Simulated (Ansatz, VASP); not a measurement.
# Two plane-wave programs on Sn2Te3Pt

```
Sn Te Pt
1.0
     3.67049    0.00000    0.00000
     0.00000    3.67049    0.00000
     0.00000    0.00000   11.52959
Sn Te Pt
2 3 1
Direct
  0.50000 0.50000 0.32344
  0.50000 0.50000 0.67656
  0.00000 0.00000 0.86799
  0.00000 0.00000 0.13201
  0.00000 0.00000 0.50000
  0.50000 0.50000 0.00000
```

Change from the starting cell: species swapped into the Li3Tl2Cd type (P4/mmm, No. 123).

Alike in both runs: functional PBE; k mesh 10 × 10 × 4; occupations gaussian, width 0.1 eV; no spin polarisation.

Ansatz relaxed the structure, and its values are those at the end. VASP's run is a single point on that final structure, the one shown.

|  | VASP | Ansatz |
| --- | --- | --- |
| version | VASP 6.6.1 | Ansatz 0.2.0 |
| potentials or method | VASP PAW PBE potentials, release 64 (Sn_d, Te, Pt), cutoff 520 eV | scalar-relativistic, plane waves, PAW |
| valence electrons in the cell | 56 | 94 |

VASP gave:

* gap on the k mesh at the Fermi level (eV): none
* pressure (GPa): -0.1

**Question.** Which values does Ansatz return?

**Answer.** gap on the k mesh at the Fermi level (eV): none; pressure (GPa): 0.0.

A gap of «none» marks a metal or a gap that the smearing closes. With one functional, cell and mesh, what is left measures potentials, basis and numerics. VASP's potentials hold 56 valence electrons a cell and Ansatz's 94, so a difference there can come from the potentials and not from the codes.

Spin-orbit coupling is off throughout.
